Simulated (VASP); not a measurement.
# Ge (Fd-3m) in VASP: a series of runs, part 3 of 3

VASP 6.6.1.

### 6 Single point, PBEsol

This run uses another cell than the first one, of 17.82 Å³/atom, 0.803 times its volume.

Input file INCAR:

```
SYSTEM = Ge
  PREC = Accurate
  ENCUT = 520
  EDIFF = 1E-6
  ISMEAR = -1
  SIGMA = 0.05
  LREAL = .False.
  LASPH = .True.
  NELM = 60
  ALGO = Normal
  ISIF = 2
  LWAVE = .False.
  LCHARG = .True.
  GGA = PS
  LELF = .True.
  LVHAR = .True.
  NBANDS = 21
```

Input file KPOINTS:

```
Automatic mesh
0
Gamma
  8 8 8
  0 0 0
```

Input file POSCAR:

```
Ge
1.0
    0.0000000000      2.6120732576      2.6120732576
    2.6120732576      0.0000000000      2.6120732576
    2.6120732576      2.6120732576      0.0000000000
Ge
2
Direct
    0.7500000000      0.7500000000      0.7500000000
    0.5000000000      0.5000000000      0.5000000000
```

Potentials or basis: VASP PAW PBE potentials, release 64 (Ge_d).

The run is started by

```console
$ cat potpaw_PBE.64/Ge_d/POTCAR > POTCAR
$ mpirun -np 1 vasp_std > vasp.out
```

OUTCAR:

```text
SYSTEM = Ge
   PREC = Accurate
   ENCUT = 520
   EDIFF = 1E-6
   ISMEAR = -1
   LREAL = .False.
   LASPH = .True.
   NELM = 60
   ISIF = 2
   GGA = PS

 ion  position               nearest neighbor table
   1  0.750  0.750  0.750-   2 2.26   2 2.26   2 2.26   2 2.26
   2  0.500  0.500  0.500-   1 2.26   1 2.26   1 2.26   1 2.26

  LATTYP: Found a face centered cubic cell.
 ALAT       =     5.2241465152

  Lattice vectors:

 A1 = (   0.0000000000,   2.6120732576,   2.6120732576)
 A2 = (   2.6120732576,   0.0000000000,   2.6120732576)
 A3 = (   2.6120732576,   2.6120732576,   0.0000000000)

Analysis of symmetry for initial positions (statically):
=====================================================================
 Subroutine PRICEL returns:
 Original cell was already a primitive cell.

 Routine SETGRP: Setting up the symmetry group for a
 face centered cubic supercell.

 Subroutine GETGRP returns: Found 48 space group operations
 (whereof 24 operations were pure point group operations)
 out of a pool of 48 trial point group operations.

The static configuration has the point symmetry T_d .
 The point group associated with its full space group is O_h .

Analysis of symmetry for dynamics (positions and initial velocities):
=====================================================================
 Subroutine PRICEL returns:
 Original cell was already a primitive cell.

 Routine SETGRP: Setting up the symmetry group for a
 face centered cubic supercell.

 Subroutine GETGRP returns: Found 48 space group operations
 (whereof 24 operations were pure point group operations)
 out of a pool of 48 trial point group operations.

The dynamic configuration has the point symmetry T_d .
 The point group associated with its full space group is O_h .

 Subroutine INISYM returns: Found 48 space group operations
 (whereof 24 operations are pure point group operations),
 and found     1 'primitive' translations

----------------------------------------------------------------------------------------

                                     Primitive cell

  volume of cell :      35.6440

  direct lattice vectors                    reciprocal lattice vectors
     0.000000000  2.612073258  2.612073258    -0.191418827  0.191418827  0.191418827
     2.612073258  0.000000000  2.612073258     0.191418827 -0.191418827  0.191418827
     2.612073258  2.612073258  0.000000000     0.191418827  0.191418827 -0.191418827

  length of vectors
     3.694029427  3.694029427  3.694029427     0.331547135  0.331547135  0.331547135

  position of ions in fractional coordinates (direct lattice)
     0.750000000  0.750000000  0.750000000
     0.500000000  0.500000000  0.500000000

  ion indices of the primitive-cell ions
   primitive index   ion index
                 1           1
                 2           2

----------------------------------------------------------------------------------------

 KPOINTS: Automatic mesh

Automatic generation of k-mesh.
 Grid dimensions read from file:
 generate k-points for:    8    8    8

 Generating k-lattice:

  Cartesian coordinates                     Fractional coordinates (reciprocal lattice)
    -0.023927353  0.023927353  0.023927353     0.125000000  0.000000000  0.000000000
     0.023927353 -0.023927353  0.023927353     0.000000000  0.125000000  0.000000000
     0.023927353  0.023927353 -0.023927353     0.000000000  0.000000000  0.125000000

  Length of vectors
     0.041443392  0.041443392  0.041443392

  Shift w.r.t. Gamma in fractional coordinates (k-lattice)
     0.000000000  0.000000000  0.000000000

 Subroutine IBZKPT returns following result:
 ===========================================

 Found     29 irreducible k-points:

 Following reciprocal coordinates:
            Coordinates               Weight
  0.000000  0.000000  0.000000      1.000000
  0.125000  0.000000  0.000000      8.000000
  0.250000  0.000000  0.000000      8.000000
  0.375000  0.000000  0.000000      8.000000
  0.500000  0.000000  0.000000      4.000000
  0.125000  0.125000  0.000000      6.000000
[... 16 lines left out ...]
  0.500000  0.250000  0.125000     48.000000
 -0.375000  0.250000  0.125000     24.000000
 [... further k-points ...]
   k-points           NKPTS =     29   k-points in BZ     NKDIM =     29   number of bands    NBANDS=     21
   number of dos      NEDOS =    301   number of ions     NIONS =      2
   total plane-waves  NPLWV =  21952
   dimension x,y,z NGX =    28 NGY =   28 NGZ =   28
   dimension x,y,z NGXF=    56 NGYF=   56 NGZF=   56
   ions per type =               2
   NGX,Y,Z   is equivalent  to a cutoff of  12.60, 12.60, 12.60 a.u.
   NGXF,Y,Z  is equivalent  to a cutoff of  25.20, 25.20, 25.20 a.u.
 SYSTEM =  Ge
   PREC   = accura    normal or accurate (medium, high low for compatibility)
   ISTART =      0    job   : 0-new  1-cont  2-samecut
   ICHARG =      2    charge: 1-file 2-atom 10-const
   ISPIN  =      1    spin polarized calculation?
   LNONCOLLINEAR =      F non collinear calculations
   LSORBIT =      F    spin-orbit coupling
   LASPH  =      T    aspherical Exc in radial PAW
   ENCUT  =  520.0 eV  38.22 Ry    6.18 a.u.   6.87  6.87  6.87*2*pi/ulx,y,z
   NELM   =     60;   NELMIN=  2; NELMDL= -5     # of ELM steps
   EDIFF  = 0.1E-05   stopping-criterion for ELM
   LREAL  =      F    real-space projection
   EDIFFG = 0.1E-04   stopping-criterion for IOM
   NSW    =      0    number of steps for IOM
   IBRION =     -1    ionic relax: 0-MD 1-quasi-New 2-CG
   NFREE  =      0    steps in history (QN), initial steepest desc. (CG)
   ISIF   =      2    stress and relaxation
   ISYM   =      2    0-nonsym 1-usesym 2-fastsym
   POTIM  = 0.5000    time-step for ionic-motion
   TEBEG  =    0.0;   TEEND  =   0.0 temperature during run
   PSTRESS=    0.0 pullay stress
   NELECT =      28.0000    total number of electrons
   NUPDOWN=      -1.0000    fix difference up-down
   EMIN   =  10.00;   EMAX   =-10.00  energy-range for DOS
   EFERMI =   0.00;   METHOD = LEGACY
   ISMEAR =    -1;   SIGMA  =   0.05  broadening in eV -4-tet -1-fermi 0-gaus
   EFERMI_NEDOS =   21; number of points for ismear=-14 and -15
   IALGO  =     38    algorithm
   IMIX   =      4    mixing-type and parameters
     AMIX     =   0.40;   BMIX     =  1.00
     AMIX_MAG =   1.60;   BMIX_MAG =  1.00
  volume/ion in A,a.u.               =      17.82       120.27
  Fermi-wavevector in a.u.,A,eV,Ry     =   1.510540  2.854506 31.044826  2.281730
  Thomas-Fermi vector in A             =   2.620716
   LORBIT       =      0    0 simple, 1 ext, 2 COOP (PROOUT), +10 PAW based schemes
   GGA     = PS    functional components
   LHFCALC =     F    Hartree Fock is set to
   AEXX    =    0.0000 exact exchange contribution
   IVDW    =     0    specifies the selected vdW correction
   LEPSILON=     F    determine dielectric tensor
   LRPA    =     F    only Hartree local field effects (RPA)
 non-spin polarized calculation
  energy-cutoff  :      520.00
  volume of cell :       35.64
 maximum number of plane-waves:       982
   NGX = 13   NGY = 13   NGZ = 13

 number of electron      28.0000029 magnetization

 Free energy of the ion-electron system (eV)
  ---------------------------------------------------
  ext. energy  EPLUGINS =         0.00000000
  ---------------------------------------------------
  free energy    TOTEN  =        -9.12146699 eV

  energy without entropy =       -9.12042239  energy(sigma->0) =       -9.12094469

 E-fermi :   7.5442     XC(G=0): -11.3177

 val. band max:        7.5241553907   @ k =   0.0000   0.0000   0.0000
 cond. band min:       7.6170602464   @ k =   0.3750   0.3750   0.0000
 fundamental gap:      0.0929048557
 Fermi energy:         7.5442273199

 k-point     1 :       0.0000    0.0000    0.0000
  band No.  band energies     occupation
      1     -17.7720      2.00000
      2     -17.7720      2.00000
      3     -17.7720      2.00000
      4     -17.7129      2.00000
      5     -17.7129      2.00000
      6     -17.3293      2.00000
[... 13 lines left out ...]
     20      17.6751      0.00000
     21      17.6751      0.00000
[... 529 lines left out ...]
 k-point    24 :      -0.3750    0.2500    0.1250
  band No.  band energies     occupation
      1     -17.8543      2.00000
      2     -17.8323      2.00000
      3     -17.6896      2.00000
      4     -17.5974      2.00000
      5     -17.5682      2.00000
      6     -17.4708      2.00000
[... 13 lines left out ...]
     20      19.1042      0.00000
     21      20.4734      0.00000

 [... further k-points ...]

------------------------ aborting loop because EDIFF is reached ----------------------------------------

  FORCE on cell =-STRESS in cart. coord.  units (eV):
  Direction    XX          YY          ZZ          XY          YZ          ZX
  --------------------------------------------------------------------------------------
  -------------------------------------------------------------------------------------
  Total        6.7111367      6.7111367      6.7111367      0.0000000      0.0000000      0.0000000
  in kB      301.6620060    301.6620060    301.6620060      0.0000000      0.0000000      0.0000000
  external PRESSURE =     301.6620060 kB  Pullay stress =       0.0000000 kB

 VOLUME and BASIS-vectors are now :
 -----------------------------------------------------------------------------
  energy-cutoff  :      520.00
  volume of cell :       35.64
      direct lattice vectors                 reciprocal lattice vectors
     0.000000000  2.612073258  2.612073258    -0.191418827  0.191418827  0.191418827
     2.612073258  0.000000000  2.612073258     0.191418827 -0.191418827  0.191418827
     2.612073258  2.612073258  0.000000000     0.191418827  0.191418827 -0.191418827

 POSITION                                       TOTAL-FORCE (eV/Angst)
 -----------------------------------------------------------------------------------
      3.91811      3.91811      3.91811        -0.000000     -0.000000     -0.000000
      2.61207      2.61207      2.61207         0.000000      0.000000      0.000000
 -----------------------------------------------------------------------------------
    total drift:                                0.000000      0.000000      0.000000

  FREE ENERGIE OF THE ION-ELECTRON SYSTEM (eV)
  ---------------------------------------------------
  free  energy   TOTEN  =        -9.1214669935 eV

  energy  without entropy=       -9.1204223897  energy(sigma->0) =       -9.12094469
```

Run time: 18 s. Hardware: 1 thread of Intel Xeon 6975P-C (Granite Rapids), shared host; peak memory 0.15 GiB.

What came out:

```
Free energy            : -9.1215 eV
Pressure               : 30.2 GPa
Band gap on the k mesh : 0.09 eV, indirect (least direct gap 2.35 eV)
```

Caveat: the PAW data sets were made with another functional, which shifts forces and pressure a little.

### 7 Summary

```csv
level,potentials or basis,cell,gap on the mesh (eV),pressure (GPa)
PBE exchange alone,"VASP PAW PBE potentials, release 64 (Ge_d)","a = 3.974 Å, angles 60.0°, 2 atoms",0.08,15.5
RPBE+D4,"VASP PAW PBE potentials, release 64 (Ge_d)","a = 4.001 Å, angles 60.0°, 2 atoms",0.15,0.3
LDA,"VASP PAW LDA potentials, release 64 (Ge_d)","a = 4.027 Å, angles 60.0°, 2 atoms",none,-2.4
PBE+D3(BJ),"VASP PAW PBE potentials, release 64 (Ge_d)","a = 4.031 Å, angles 60.0°, 2 atoms",none,-0.1
PBEsol,"VASP PAW PBE potentials, release 64 (Ge_d)","a = 3.694 Å, angles 60.0°, 2 atoms",0.09,30.2
```

Alike in all rows: task single point; no spin polarisation; k mesh 8 × 8 × 8; cutoff (eV) 520; smearing fermi-dirac 0.05 eV.

Caveats: the PAW data sets were made with another functional, which shifts forces and pressure a little (some runs); pairwise dispersion overbinds metals, which lowers pressure and volume (some runs).

Absolute energies hang on the potentials; compare differences alone.

### 8 Against experiment

Step 3. Against the measured gap of Ge, 0.807 eV (direct; 300 K; “Electronic and optical properties of SixGe1-x-ySny alloys lattice-matched to Ge”, 2021, arxiv:2109.02782), the calculated 0.15 eV is off by -0.66 eV. 3 values of this kind are on record (0.666 to 0.807 eV); this one was drawn at random among those near their median. Spin-orbit coupling on Ge is left out. The value is that of RPBE+D4 on a finite k mesh, which can miss the band edges, without temperature or zero-point motion. Semilocal functionals fall short of measured gaps as a rule.

Step 4. Measured gap of Ge: 0.666 eV (indirect; 293 K; “Electronic and optical properties of SixGe1-x-ySny alloys lattice-matched to Ge”, 2021, arxiv:2109.02782). This calculation gives 0.00 eV (-0.67 eV). 3 values of this kind are on record (0.666 to 0.807 eV); this one was drawn at random among those near their median. Spin-orbit coupling on Ge is left out. The value is that of LDA on a finite k mesh, which can miss the band edges, without temperature or zero-point motion. Semilocal functionals fall short of measured gaps as a rule.

Step 5. A measured gap of Ge is 0.666 eV (indirect; 293 K; “Electronic and optical properties of SixGe1-x-ySny alloys lattice-matched to Ge”, 2021, arxiv:2109.02782); the calculated 0.00 eV misses it by -0.67 eV. 3 values of this kind are on record (0.666 to 0.807 eV); this one was drawn at random among those near their median. Spin-orbit coupling on Ge is left out. The value is that of PBE+D3(BJ) on a finite k mesh, which can miss the band edges, without temperature or zero-point motion. Semilocal functionals fall short of measured gaps as a rule.
